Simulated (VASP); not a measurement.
# Ga2Sb2CO in VASP: further runs, part 2 of 2

VASP 6.6.1. The steps go on from the part before.

## Step 4: Single point, PBE+D3(BJ)

Contents of INCAR:

```
SYSTEM = Ga2Sb2CO
ALGO = Normal
DIPOL = 0.5 0.5 0.353
EDIFF = 1E-6
ENCUT = 520
GGA = PE
GGA_COMPAT = .FALSE.
IDIPOL = 3
ISIF = 2
ISMEAR = 0
IVDW = 12
LASPH = .TRUE.
LCHARG = .TRUE.
LDIPOL = .TRUE.
LELF = .TRUE.
LREAL = .FALSE.
LVACPOTAV = .TRUE.
LVHAR = .TRUE.
LWAVE = .FALSE.
NBANDS = 42
NELM = 120
NELMDL = -8
PREC = Accurate
SIGMA = 0.1
```

Contents of KPOINTS:

```
k-points
0
G
  6 6 1
  0 0 0
```

Contents of POSCAR:

```
Ga2Sb2CO
1.0
    4.3343814621      0.0000000000      0.0000000000
   -2.1671907311      3.7536844559      0.0000000000
    0.0000000000      0.0000000000     23.3197422777
Sb Ga O C
2 2 1 1
Direct
    0.0000000000      0.0000000000      0.1715284823
    0.3333333333      0.6666666667      0.3301590654
    0.3333333333      0.6666666667      0.2094685204
    0.6666666667      0.3333333333      0.3632005095
    1.0000000000      1.0000000000      0.4961350833
    1.0000000000      1.0000000000      0.5454495220
```

Potentials or basis: VASP PAW PBE potentials, release 64 (Sb_d_GW, Ga_d, O, C).

Started as:

```bash
$ cat potpaw_PBE.64/Sb_d_GW/POTCAR potpaw_PBE.64/Ga_d/POTCAR potpaw_PBE.64/O/POTCAR potpaw_PBE.64/C/POTCAR > POTCAR
$ mpirun -np 1 vasp_std > vasp.out
```

OUTCAR:

```text
SYSTEM = Ga2Sb2CO
   EDIFF = 1E-6
   ENCUT = 520
   GGA = PE
   ISIF = 2
   ISMEAR = 0
   IVDW = 12
   LASPH = .TRUE.
   LREAL = .FALSE.
   NELM = 120
   NELMDL = -8
   PREC = Accurate
 IVDW          = 12

 ion  position               nearest neighbor table
   1  0.000  0.000  0.172-   3 2.65   3 2.65   3 2.65
   2  0.333  0.667  0.330-   4 2.62   4 2.62   4 2.62   3 2.81
   3  0.333  0.667  0.209-   1 2.65   1 2.65   1 2.65   2 2.81
   4  0.667  0.333  0.363-   2 2.62   2 2.62   2 2.62
   5  0.000  0.000  0.496-   6 1.15
   6  0.000  0.000  0.545-   5 1.15

  LATTYP: Found a hexagonal cell.
 ALAT       =     4.3343814621
 C/A-ratio  =     5.3801776520

  Lattice vectors:

 A1 = (   4.3343814621,   0.0000000000,   0.0000000000)
 A2 = (  -2.1671907311,   3.7536844559,   0.0000000000)
 A3 = (   0.0000000000,   0.0000000000,  23.3197422777)

Analysis of symmetry for initial positions (statically):
=====================================================================
 Subroutine PRICEL returns:
 Original cell was already a primitive cell.

 Routine SETGRP: Setting up the symmetry group for a
 hexagonal supercell.

 Subroutine GETGRP returns: Found  6 space group operations
 (whereof  6 operations were pure point group operations)
 out of a pool of 24 trial point group operations.

The static configuration has the point symmetry C_3v.

Analysis of symmetry for dynamics (positions and initial velocities):
=====================================================================
 Subroutine PRICEL returns:
 Original cell was already a primitive cell.

 Routine SETGRP: Setting up the symmetry group for a
 hexagonal supercell.

 Subroutine GETGRP returns: Found  6 space group operations
 (whereof  6 operations were pure point group operations)
 out of a pool of 24 trial point group operations.

The dynamic configuration has the point symmetry C_3v.

 Subroutine INISYM returns: Found  6 space group operations
 (whereof  6 operations are pure point group operations),
 and found     1 'primitive' translations

----------------------------------------------------------------------------------------

                                     Primitive cell

  volume of cell :     379.4099

  direct lattice vectors                    reciprocal lattice vectors
     4.334381462  0.000000000  0.000000000     0.230713427  0.133202459  0.000000000
    -2.167190731  3.753684456  0.000000000     0.000000000  0.266404918  0.000000000
     0.000000000  0.000000000 23.319742278     0.000000000  0.000000000  0.042882121

  length of vectors
     4.334381462  4.334381462 23.319742278     0.266404918  0.266404918  0.042882121

  position of ions in fractional coordinates (direct lattice)
     0.000000000  0.000000000  0.171528482
     0.333333333  0.666666667  0.330159065
     0.333333333  0.666666667  0.209468520
     0.666666667  0.333333333  0.363200509
     0.000000000  0.000000000  0.496135083
     0.000000000  0.000000000  0.545449522

  ion indices of the primitive-cell ions
   primitive index   ion index
                 1           1
[... 21 lines left out ...]
  Length of vectors
     0.044400820  0.044400820  0.042882121

  Shift w.r.t. Gamma in fractional coordinates (k-lattice)
     0.000000000  0.000000000  0.000000000

 Subroutine IBZKPT returns following result:
 ===========================================

 Found      7 irreducible k-points:

 Following reciprocal coordinates:
            Coordinates               Weight
  0.000000  0.000000  0.000000      1.000000
  0.166667  0.000000  0.000000      6.000000
  0.333333  0.000000  0.000000      6.000000
  0.500000  0.000000  0.000000      3.000000
  0.166667  0.166667  0.000000      6.000000
  0.333333  0.166667  0.000000     12.000000
  0.333333  0.333333  0.000000      2.000000
   k-points           NKPTS =      7   k-points in BZ     NKDIM =      7   number of bands    NBANDS=     42
   number of dos      NEDOS =    301   number of ions     NIONS =      6
   total plane-waves  NPLWV = 184320
   dimension x,y,z NGX =    32 NGY =   32 NGZ =  180
   dimension x,y,z NGXF=    64 NGYF=   64 NGZF=  360
   ions per type =               2   2   1   1
   NGX,Y,Z   is equivalent  to a cutoff of  12.27, 12.27, 12.83 a.u.
   NGXF,Y,Z  is equivalent  to a cutoff of  24.55, 24.55, 25.66 a.u.
 SYSTEM =  Ga2Sb2CO
   PREC   = accura    normal or accurate (medium, high low for compatibility)
   ISTART =      0    job   : 0-new  1-cont  2-samecut
   ICHARG =      2    charge: 1-file 2-atom 10-const
   ISPIN  =      1    spin polarized calculation?
   LNONCOLLINEAR =      F non collinear calculations
   LSORBIT =      F    spin-orbit coupling
   LASPH  =      T    aspherical Exc in radial PAW
   ENCUT  =  520.0 eV  38.22 Ry    6.18 a.u.   8.06  8.06 43.36*2*pi/ulx,y,z
   NELM   =    120;   NELMIN=  2; NELMDL= -8     # of ELM steps
   EDIFF  = 0.1E-05   stopping-criterion for ELM
   LREAL  =      F    real-space projection
[... 7 lines left out ...]
   TEBEG  =    0.0;   TEEND  =   0.0 temperature during run
   PSTRESS=    0.0 pullay stress
   NELECT =      66.0000    total number of electrons
   NUPDOWN=      -1.0000    fix difference up-down
   EMIN   =  10.00;   EMAX   =-10.00  energy-range for DOS
   EFERMI =   0.00;   METHOD = LEGACY
   ISMEAR =     0;   SIGMA  =   0.10  broadening in eV -4-tet -1-fermi 0-gaus
   EFERMI_NEDOS =   21; number of points for ismear=-14 and -15
   IALGO  =     38    algorithm
   IMIX   =      4    mixing-type and parameters
     AMIX     =   0.40;   BMIX     =  1.00
     AMIX_MAG =   1.60;   BMIX_MAG =  1.00
  volume/ion in A,a.u.               =      63.23       426.73
  Fermi-wavevector in a.u.,A,eV,Ry     =   0.913875  1.726973 11.363133  0.835167
  Thomas-Fermi vector in A             =   2.038437
   LORBIT       =      0    0 simple, 1 ext, 2 COOP (PROOUT), +10 PAW based schemes
   GGA     = PE    functional components
   LHFCALC =     F    Hartree Fock is set to
   AEXX    =    0.0000 exact exchange contribution
   IVDW    =    12    specifies the selected vdW correction
   LEPSILON=     F    determine dielectric tensor
   LRPA    =     F    only Hartree local field effects (RPA)
 non-spin polarized calculation
 Gauss-broadening in eV      SIGMA  =   0.10
  energy-cutoff  :      520.00
  volume of cell :      379.41
 maximum number of plane-waves:     10242
   NGX = 17   NGY = 17   NGZ = 87

 dipolmoment           0.000000      0.000000      0.000070 electrons x Angstroem

 number of electron      66.0000009 magnetization

 dipolmoment           0.000000      0.000000     -0.093204 electrons x Angstroem

 Free energy of the ion-electron system (eV)
  ---------------------------------------------------
  ext. energy  EPLUGINS =         0.00000000
  ---------------------------------------------------
  free energy    TOTEN  =       -28.30663282 eV

  energy without entropy =      -28.30019777  energy(sigma->0) =      -28.30341529

 E-fermi :  -1.2731     XC(G=0):  -4.2328

 val. band max:       -1.2840431137   @ k =   0.0000   0.0000   0.0000
 cond. band min:      -1.2598533095   @ k =   0.3333   0.3333   0.0000
 fundamental gap:      0.0241898042
 Fermi energy:        -1.2730727236

 k-point     1 :       0.0000    0.0000    0.0000
  band No.  band energies     occupation
      1     -30.5006      2.00000
      2     -30.4865      2.00000
      3     -30.4865      2.00000
      4     -30.4718      2.00000
      5     -30.4718      2.00000
      6     -29.5425      2.00000
[... 304 lines left out ...]
     41       4.0903      0.00000
     42       4.3891      0.00000

------------------------ aborting loop because EDIFF is reached ----------------------------------------

 Edisp (eV)   -1.00044

 E8    (eV) :    -0.4650

  FORCE on cell =-STRESS in cart. coord.  units (eV):
  Direction    XX          YY          ZZ          XY          YZ          ZX
  --------------------------------------------------------------------------------------
  -------------------------------------------------------------------------------------
  Total      -0.13116    -0.13116    -1.16280     0.00000     0.00000     0.00000
  in kB      -0.55387    -0.55387    -4.91027     0.00000     0.00000     0.00000
  external pressure =       -2.01 kB  Pullay stress =        0.00 kB

 VOLUME and BASIS-vectors are now :
 -----------------------------------------------------------------------------
  energy-cutoff  :      520.00
  volume of cell :      379.41
      direct lattice vectors                 reciprocal lattice vectors
     4.334381462  0.000000000  0.000000000     0.230713427  0.133202459  0.000000000
    -2.167190731  3.753684456  0.000000000     0.000000000  0.266404918  0.000000000
     0.000000000  0.000000000 23.319742278     0.000000000  0.000000000  0.042882121

 POSITION                                       TOTAL-FORCE (eV/Angst)
 -----------------------------------------------------------------------------------
      0.00000      0.00000      4.00000        -0.000000     -0.000000      0.162408
     -0.00000      2.50246      7.69922        -0.000000     -0.000000     -0.004204
     -0.00000      2.50246      4.88475         0.000000      0.000000     -0.141464
      2.16719      1.25123      8.46974        -0.000000      0.000000      0.009055
      0.00000      0.00000     11.56974        -0.000000     -0.000000      0.645852
      0.00000      0.00000     12.71974        -0.000000     -0.000000     -0.671647
 -----------------------------------------------------------------------------------
    total drift:                               -0.000001      0.000001     -0.003331

  FREE ENERGIE OF THE ION-ELECTRON SYSTEM (eV)
  ---------------------------------------------------
  free  energy   TOTEN  =       -29.3070743645 eV

  energy  without entropy=      -29.3006393110  energy(sigma->0) =      -29.30385684

 vacuum level on the upper side and lower side of the slab         2.572         3.610
```

Run time: 7.4 min. Hardware: 1 thread of AMD EPYC, shared host; peak memory 0.52 GiB.

What came out:

```yaml
Free_energy: -29.3071 eV
Largest_force: 0.672 eV/Å
Band_gap_on_the_k_mesh: 0.02 eV (least direct gap 0.16 eV)
Dispersion_energy_per_atom: -0.167 eV
```

Forces on the atoms (eV/Å):
```
Sb   0.000  0.000  0.162
Sb   0.000  0.000 -0.004
Ga   0.000  0.000 -0.141
Ga   0.000  0.000  0.009
O    0.000  0.000  0.646
C    0.000  0.000 -0.672
```

Caveat: spin-orbit coupling is left out, which moves the levels of the heavy elements.

## Step 5: Overview

| cell | gap on the mesh (eV) | largest force (eV/Å) |
| --- | --- | --- |
| as given, atomic positions A | 0.02 | 0.71 |
| as given, atomic positions B | 0.06 | 0.76 |
| as given, atomic positions C | 0.02 | 0.67 |

Alike in all rows: task single point; level PBE+D3(BJ); potentials or basis VASP PAW PBE potentials, release 64 (Sb_d_GW, Ga_d, O, C); no spin polarisation; k mesh 6 × 6 × 1; cutoff (eV) 520; smearing gaussian 0.1 eV.

Caveats: spin-orbit coupling is left out, which moves the levels of the heavy elements.

Absolute energies hang on the potentials; compare differences alone.
